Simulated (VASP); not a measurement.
The system is SiAs3.

```xyz
8
Lattice="3.7709 2.1771 3.2049 -3.7709 2.1771 3.2049 0.0000 -4.3543 3.2049" Properties=species:S:1:pos:R:3 pbc="T T T"
Si    0.0000    0.0000    2.5129
Si    0.0000    0.0000    7.1017
As    1.8818   -1.0865    5.7632
As    0.0000    2.1729    5.7632
As   -1.8818   -1.0865    5.7632
As   -1.8818    1.0865    3.8514
As    1.8818    1.0865    3.8514
As    0.0000   -2.1729    3.8514
```

The cell was generated, and may not be a known phase.

```yaml
Program: VASP 6.6.1
Task: relaxation of cell and atoms
Functional: PBE
Potentials_or_basis: VASP PAW PBE potentials, release 64 (Si, As)
Cutoff: 600 eV
k_mesh: 6 × 6 × 6
Occupations: gaussian, width 0.1 eV
Spin: no spin polarisation
```

At the start: pressure 0.6 GPa; volume 19.73 Å³/atom.

Problem. Where does the relaxation end?

Solution. Over 11 steps the energy falls by 24.4 meV/atom and the volume is 21.04 Å³/atom (+6.6 %); space group R-3m (No. 166, to 0.1 Å) before and after.

The path:
```tsv
step	energy change (eV)	largest force (eV/Å)	pressure (GPa)	volume (Å³)
1	0.0000	0.2583	0.55	157.87
2	-0.0404	0.2155	0.24	159.41
3	-0.0879	0.3877	-0.40	163.62
4	-0.1197	0.3404	0.20	163.88
5	-0.1335	0.3442	0.79	164.10
6	-0.1699	0.2306	0.23	166.18
7	-0.1904	0.0787	-0.40	169.25
8	-0.1948	0.0486	0.05	168.30
9	-0.1949	0.0439	0.16	168.08
10	-0.1953	0.0219	-0.07	168.44
11	-0.1954	0.0061	-0.01	168.33
```

Final structure:
```
CELL_PARAMETERS angstrom
3.71914 2.14724 3.51311
-3.71914 2.14724 3.51311
0.00000 -4.29449 3.51311
ATOMIC_POSITIONS crystal
Si 0.26989 0.26989 0.26989
Si 0.73011 0.73011 0.73011
As 0.77332 0.27561 0.77332
As 0.77332 0.77332 0.27561
As 0.27561 0.77332 0.77332
As 0.22668 0.72439 0.22668
As 0.72439 0.22668 0.22668
As 0.22668 0.22668 0.72439
```
